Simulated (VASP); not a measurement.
Write the native input for VASP 6.6.1 that does the following.

| Quantity | Value |
| --- | --- |
| Task | single point |
| Functional | PBE |
| Potentials or basis | VASP PAW PBE potentials, release 64 (Si) |
| Cutoff | 520 eV |
| k mesh | 2 × 2 × 2 |
| Occupations | gaussian, width 0.05 eV |
| Spin | no spin polarisation |
| Dipole correction | no |
| Further INCAR settings | LREAL = Auto; ALGO = Normal; EDIFF = 1e-07; NBANDS = 48 |

The structure of Si (a cell with a defect) lies in POSCAR:

```
Si
1.0
    0.0000000000      5.4300000000      5.4300000000
    5.4300000000      0.0000000000      5.4300000000
    5.4300000000      5.4300000000      0.0000000000
Si
17
Direct
   -0.0098167587     -0.0023272560     -0.0021847145
    0.0654951197      0.1445341621      0.1446787293
   -0.0095889503     -0.0023456722      0.5137077348
    0.1352018416      0.1111375691      0.6266195212
   -0.0096809392      0.5135660221     -0.0021614180
    0.1350518416      0.6264697053      0.1113873849
    0.0578139963      0.4804600368      0.4806970534
    0.1351282689      0.6264798343      0.6266525783
    0.4440171271      0.0184896869      0.0187762431
    0.6183368324      0.1154406998      0.1150419890
    0.5069628913     -0.0257074586      0.5098923573
    0.6185767035      0.1152339779      0.6512905157
    0.5068287293      0.5098440147     -0.0257040516
    0.6184476059      0.6508665746      0.1152978821
    0.5069699816      0.5089152855      0.5089992634
    0.6797728361      0.6065363720      0.6065691529
    0.5645360958      0.3112732965      0.3117228361
```

One way to write it, as run:

INCAR

```
SYSTEM = Si
PREC = Accurate
ENCUT = 520
EDIFF = 1E-7
ISMEAR = 0
SIGMA = 0.05
LREAL = Auto
LASPH = .True.
NELM = 80
ALGO = Normal
ISIF = 2
LWAVE = .False.
LCHARG = .False.
GGA = PE
NBANDS = 48
```

KPOINTS

```
regular mesh
0
Gamma
  2 2 2
  0 0 0
```

Potentials or basis: VASP PAW PBE potentials, release 64 (Si).

Launch:

```bash
$ cat potpaw_PBE.64/Si/POTCAR > POTCAR
$ mpirun -np 1 vasp_std > vasp.out
```

Results of the run:

The pressure is 4.7 GPa, the largest force is 0.020 eV/Å and the band gap on the k mesh is 0.05 eV.

Caveat: the k points lie up to 0.50 Å⁻¹ apart.

It took 2.8 min on 1 thread of Intel(R) Xeon(R) Platinum 8488C (Sapphire Rapids), on a shared host, peak memory 0.46 GiB.
